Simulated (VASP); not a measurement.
**SiO2: single point with LDA**

The system is SiO2.

```
Si O
1.0
     0.00000    3.68912    3.68912
     3.68912    0.00000    3.68912
     3.68912    3.68912    0.00000
Si O
2 4
Direct
  0.50000 0.50000 0.50000
  0.75000 0.75000 0.75000
  0.62500 0.62500 0.62500
  0.12500 0.62500 0.62500
  0.62500 0.62500 0.12500
  0.62500 0.12500 0.62500
```

```
Program             : VASP 6.6.1
Task                : single point
Functional          : LDA
Potentials or basis : VASP PAW LDA potentials, release 64 (Si, O)
Cutoff              : 520 eV
k mesh              : 6 × 6 × 6
Occupations         : gaussian, width 0.02 eV
Spin                : no spin polarisation
```

```
Pressure               : 0.4 GPa
Band gap on the k mesh : 5.32 eV (least direct gap 5.33 eV)
```

Levels at points of the mesh, in eV from the valence-band top:
| k point | band 14 | band 15 | band 16 | band 17 | band 18 | band 19 |
| --- | --- | --- | --- | --- | --- | --- |
| (0.00, 0.00, 0.00) | -0.01 | -0.01 | -0.01 | 5.32 | 8.55 | 8.55 |
| (0.50, 0.00, 0.00) | -1.03 | -1.03 | 0.00 | 7.63 | 7.91 | 8.34 |
| (0.50, 0.50, 0.00) | -1.48 | -0.69 | -0.69 | 8.16 | 8.16 | 10.49 |

It took 45 s on 1 thread of AMD EPYC 7R13 Processor (Zen 3), on a shared host, peak memory 0.16 GiB.

A k mesh can miss the band edges. As with any semilocal functional, this LDA gap is likely too small.
